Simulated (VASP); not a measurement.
# Ni (Pm-3m) in VASP: further runs, part 2 of 2

VASP 6.6.1. Earlier steps stand in the parts before.

### Step 3. Single point, BLYP, collinear spin, ferromagnetic start (14.27 Å³/atom)

This run uses another cell than the first one, of 14.27 Å³/atom.

INCAR

```
SYSTEM = Ni
AGGAC = 1.0
AGGAX = 1.0
ALDAC = 0.0
ALDAX = 1.0
ALGO = Normal
EDIFF = 1E-6
ENCUT = 520
GGA = B5
ISIF = 2
ISMEAR = -1
ISPIN = 2
LASPH = .TRUE.
LCHARG = .FALSE.
LMAXMIX = 4
LORBIT = 11
LREAL = .FALSE.
LWAVE = .FALSE.
MAGMOM = -0.533 -0.533
NBANDS = 21
NELM = 150
PREC = Accurate
SIGMA = 0.05
```

KPOINTS

```
k-points
0
G
  13 13 13
  0 0 0
```

POSCAR

```
Ni
1.0
    0.0000000000      2.4255814099      2.4255814099
    2.4255814099      0.0000000000      2.4255814099
    2.4255814099      2.4255814099      0.0000000000
Ni
2
Direct
    0.0000000000      0.0000000000      0.0000000000
    0.5000000000      0.5000000000      0.5000000000
```

Potentials or basis: VASP PAW PBE potentials, release 64 (Ni).

The run is started by

```sh
$ cat potpaw_PBE.64/Ni/POTCAR > POTCAR
$ mpirun -np 1 vasp_std > vasp.out
```

OUTCAR:

```text
SYSTEM = Ni
   EDIFF = 1E-6
   ENCUT = 520
   GGA = B5
   ISIF = 2
   ISMEAR = -1
   ISPIN = 2
   LASPH = .TRUE.
   LORBIT = 11
   LREAL = .FALSE.
   NELM = 150
   PREC = Accurate

 ion  position               nearest neighbor table
   1  0.000  0.000  0.000-   2 2.43   2 2.43   2 2.43   2 2.43   2 2.43   2 2.43
   2  0.500  0.500  0.500-   1 2.43   1 2.43   1 2.43   1 2.43   1 2.43   1 2.43

  LATTYP: Found a face centered cubic cell.
 ALAT       =     4.8511628198

  Lattice vectors:

 A1 = (   0.0000000000,   2.4255814099,   2.4255814099)
 A2 = (   2.4255814099,   0.0000000000,   2.4255814099)
 A3 = (   2.4255814099,   2.4255814099,   0.0000000000)

Analysis of symmetry for initial positions (statically):
=====================================================================
 Subroutine PRICEL returns following result:

  LATTYP: Found a simple cubic cell.
 ALAT       =     2.4255814099
[... 12 lines left out ...]
 Subroutine GETGRP returns: Found 48 space group operations
 (whereof 48 operations were pure point group operations)
 out of a pool of 48 trial point group operations.

The static configuration has the point symmetry O_h .

Analysis of symmetry for dynamics (positions and initial velocities):
=====================================================================
 Subroutine PRICEL returns following result:

  LATTYP: Found a simple cubic cell.
 ALAT       =     2.4255814099
[... 12 lines left out ...]
 Subroutine GETGRP returns: Found 48 space group operations
 (whereof 48 operations were pure point group operations)
 out of a pool of 48 trial point group operations.

The dynamic configuration has the point symmetry O_h .

Analysis of structural, dynamic, and magnetic symmetry:
=====================================================================
 Subroutine PRICEL returns following result:

  LATTYP: Found a simple cubic cell.
 ALAT       =     2.4255814099
[... 12 lines left out ...]
 Subroutine GETGRP returns: Found 48 space group operations
 (whereof 48 operations were pure point group operations)
 out of a pool of 48 trial point group operations.

The overall configuration has the point symmetry O_h .
[... 141 lines left out ...]
  free energy    TOTEN  =        -8.12944217 eV

  energy without entropy =       -8.09178517  energy(sigma->0) =       -8.11061367

 E-fermi :   6.4514     XC(G=0): -11.0352

 val. band max:        6.4454604906   @ k =  -0.4615   0.3077   0.0769
 cond. band min:       6.4652419394   @ k =   0.4615   0.0000   0.0000
 fundamental gap:      0.0197814488
 Fermi energy:         6.4514207095

 spin component 1

 k-point     1 :       0.0000    0.0000    0.0000
  band No.  band energies     occupation
      1      -0.6181      1.00000
      2       3.8448      1.00000
      3       3.8448      1.00000
      4       4.1846      1.00000
      5       4.1846      1.00000
      6       4.1846      1.00000
[... 565 lines left out ...]
     20      31.0824      0.00000
     21      31.3022      0.00000

 [... further k-points ...]

 spin component 2

 k-point     1 :       0.0000    0.0000    0.0000
  band No.  band energies     occupation
      1      -0.6557      1.00000
      2       3.3144      1.00000
      3       3.3144      1.00000
      4       3.6344      1.00000
      5       3.6344      1.00000
      6       3.6344      1.00000
[... 565 lines left out ...]
     20      31.0016      0.00000
     21      31.2334      0.00000

 [... further k-points ...]

------------------------ aborting loop because EDIFF is reached ----------------------------------------

  FORCE on cell =-STRESS in cart. coord.  units (eV):
  Direction    XX          YY          ZZ          XY          YZ          ZX
  --------------------------------------------------------------------------------------
  -------------------------------------------------------------------------------------
  Total       -1.2270338     -1.2270338     -1.2270338      0.0000000      0.0000000      0.0000000
  in kB      -68.8794310    -68.8794310    -68.8794310      0.0000000      0.0000000      0.0000000
  external PRESSURE =     -68.8794310 kB  Pullay stress =       0.0000000 kB

 VOLUME and BASIS-vectors are now :
 -----------------------------------------------------------------------------
  energy-cutoff  :      520.00
  volume of cell :       28.54
      direct lattice vectors                 reciprocal lattice vectors
     0.000000000  2.425581410  2.425581410    -0.206136144  0.206136144  0.206136144
     2.425581410  0.000000000  2.425581410     0.206136144 -0.206136144  0.206136144
     2.425581410  2.425581410  0.000000000     0.206136144  0.206136144 -0.206136144

 POSITION                                       TOTAL-FORCE (eV/Angst)
 -----------------------------------------------------------------------------------
      0.00000      0.00000      0.00000        -0.000000     -0.000000     -0.000000
      2.42558      2.42558      2.42558         0.000000      0.000000      0.000000
 -----------------------------------------------------------------------------------
    total drift:                                0.000000      0.000000      0.000000

  FREE ENERGIE OF THE ION-ELECTRON SYSTEM (eV)
  ---------------------------------------------------
  free  energy   TOTEN  =        -8.1294421673 eV

  energy  without entropy=       -8.0917851657  energy(sigma->0) =       -8.11061367

 total charge

# of ion       s       p       d       tot
------------------------------------------
    1        0.476   0.304   8.359   9.139
    2        0.476   0.304   8.359   9.139
--------------------------------------------------
tot          0.952   0.608  16.719  18.278

 magnetization (x)

# of ion       s       p       d       tot
------------------------------------------
    1        0.001   0.001  -0.631  -0.629
    2        0.001   0.001  -0.631  -0.629
--------------------------------------------------
tot          0.003   0.002  -1.262  -1.257
```

OSZICAR:

```text
N       E                     dE             d eps       ncg     rms          rms(c)
DAV:   1     0.102247397597E+03    0.10225E+03   -0.86160E+03  7432   0.122E+03
DAV:   2    -0.348164719806E+01   -0.10573E+03   -0.97664E+02  7146   0.225E+02
DAV:   3    -0.939176936644E+01   -0.59101E+01   -0.56366E+01  8167   0.622E+01
DAV:   4    -0.948069000544E+01   -0.88921E-01   -0.88824E-01  8029   0.723E+00
DAV:   5    -0.948342635794E+01   -0.27364E-02   -0.27362E-02  8192   0.123E+00    0.105E+01
DAV:   6    -0.906064009103E+01    0.42279E+00   -0.77413E+00  8302   0.519E+01    0.950E+00
DAV:   7    -0.814191892088E+01    0.91872E+00   -0.23414E+00  8208   0.247E+01    0.164E+00
DAV:   8    -0.813291562007E+01    0.90033E-02   -0.16029E-02  7961   0.920E-01    0.934E-01
DAV:   9    -0.813018689751E+01    0.27287E-02   -0.83281E-04  9867   0.305E-01    0.331E-01
DAV:  10    -0.812942701011E+01    0.75989E-03   -0.39534E-04 10261   0.276E-01    0.688E-02
DAV:  11    -0.812944155877E+01   -0.14549E-04   -0.74855E-05  8721   0.775E-02    0.309E-02
DAV:  12    -0.812944314189E+01   -0.15831E-05   -0.55993E-06  8677   0.318E-02    0.103E-02
DAV:  13    -0.812944216730E+01    0.97458E-06   -0.50866E-07  5394   0.628E-03
   1 F= -.81294422E+01 E0= -.81106137E+01  d E =-.376570E-01  mag=    -1.2467
```

It took 87 s on 1 thread of Intel Xeon 8259CL, shared host; peak memory 0.22 GiB.

What came out:

```
Free energy                                           : -8.1294 eV
Pressure                                              : -6.9 GPa
Net moment                                            : -1.25 μB per cell
Site moments                                          : Ni -0.63 μB
Valence electrons inside the program's atomic spheres : Ni 9.14
```

Levels at points of the mesh, in eV from the Fermi level:
Spin up:
```tsv
k point	band 5	band 6	band 7	band 8	band 9	band 10	band 11	band 12	band 13	band 14
(0.00, 0.00, 0.00)	-2.27	-2.27	0.24	0.24	0.24	0.90	0.90	10.69	10.69	10.69
```
Spin down:
```csv
k point,band 9,band 10,band 11,band 12,band 13,band 14
"(0.00, 0.00, 0.00)",-0.46,0.22,0.22,10.60,10.60,10.60
```

Caveat: the cell stands under tension; the PAW data sets were made with another functional, which shifts forces and pressure a little.

### Step 4. Single point, BLYP, collinear spin, ferromagnetic start (14.80 Å³/atom)

This run uses another cell than the first one, of 14.80 Å³/atom.

INCAR

```
SYSTEM = Ni
AGGAC = 1.0 ; AGGAX = 1.0
ALDAC = 0.0 ; ALDAX = 1.0
ALGO = Normal ; EDIFF = 1E-6
ENCUT = 520 ; GGA = B5
ISIF = 2 ; ISMEAR = -1
ISPIN = 2 ; LASPH = .True.
LCHARG = .False. ; LMAXMIX = 4
LORBIT = 11 ; LREAL = .False.
LWAVE = .False. ; MAGMOM = -0.533 -0.533
NBANDS = 21 ; NELM = 150
PREC = Accurate ; SIGMA = 0.05
```

KPOINTS

```
k-points
0
Gamma
  13 13 13
  0 0 0
```

POSCAR

```
Ni
1.0
    0.0000000000      2.4551645865      2.4551645865
    2.4551645865      0.0000000000      2.4551645865
    2.4551645865      2.4551645865      0.0000000000
Ni
2
Direct
    0.0000000000      0.0000000000      0.0000000000
    0.5000000000      0.5000000000      0.5000000000
```

The run is started by

```sh
$ cat potpaw_PBE.64/Ni/POTCAR > POTCAR
$ mpirun -np 1 vasp_std > vasp.out
```

It took 78 s on 1 thread of Intel Xeon 8259CL, shared host; peak memory 0.22 GiB.

The run converged. Its results:

```yaml
Free_energy: -8.0760 eV
Pressure: -9.4 GPa
Net_moment: -1.40 μB per cell
Site_moments: Ni -0.71 μB
Valence_electrons_inside_the_program's_atomic_spheres: Ni 9.10
```

Levels at points of the mesh, in eV from the Fermi level:
Spin up:
```
           k point  band 7  band 8  band 9  band 10  band 11  band 12
(0.00, 0.00, 0.00)    0.24    0.24    0.24     0.89     0.89    10.39
```
Spin down:
```tsv
k point	band 9	band 10	band 11	band 12	band 13	band 14
(0.00, 0.00, 0.00)	-0.53	0.10	0.10	10.29	10.29	10.29
```

Caveat: the cell stands under tension; the PAW data sets were made with another functional, which shifts forces and pressure a little.

### Step 5. The runs side by side

```tsv
cell	gap on the mesh (eV)	pressure (GPa)	moment (μB)
a = 3.387 Å, angles 60.0°, 2 atoms	none	-3.6	1.14
a = 3.430 Å, angles 60.0°, 2 atoms	none	-6.9	1.25
a = 3.472 Å, angles 60.0°, 2 atoms	none	-9.4	1.40
```

Alike in all rows: task single point; level BLYP; potentials or basis VASP PAW PBE potentials, release 64 (Ni); spin collinear, ferromagnetic start; k mesh 13 × 13 × 13; cutoff (eV) 520; smearing fermi-dirac 0.05 eV.

Caveats: the cell stands under tension; the PAW data sets were made with another functional, which shifts forces and pressure a little.

Total energies depend on the potentials used, so only differences within one code and one set of settings carry meaning.
